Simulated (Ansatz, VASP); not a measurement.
# Two plane-wave programs on SrO

```xyz
2
Lattice="0.0000 2.5976 2.5976 2.5976 0.0000 2.5976 2.5976 2.5976 0.0000" Properties=species:S:1:pos:R:3 pbc="T T T"
Sr    2.5976    2.5976    2.5976
O     0.0000    0.0000    0.0000
```

Alike in both runs: task relaxation of the atoms; functional r2SCAN; k mesh 10 × 10 × 10; occupations fermi-dirac, width 0.02 eV; no spin polarisation.

|  | VASP | Ansatz |
| --- | --- | --- |
| version | VASP 6.6.1 | Ansatz 0.2.0 |
| potentials or method | VASP PAW PBE potentials, release 64 (Sr_sv, O), cutoff 520 eV | PAW plane waves |
| valence electrons in the cell | 16 | 16 |

VASP gave:

```
gap on the k mesh at the Fermi level, each at its own relaxed structure (eV) : 3.76
```

**Question.** Estimate Ansatz's values.

**Answer.** gap on the k mesh at the Fermi level, each at its own relaxed structure (eV): 3.81.

VASP's potentials were made for PBE, not for r2SCAN. Ansatz's warnings: stress scf threshold loose.

Noted on VASP's run: the relaxation stopped at its first step, so nothing moved.
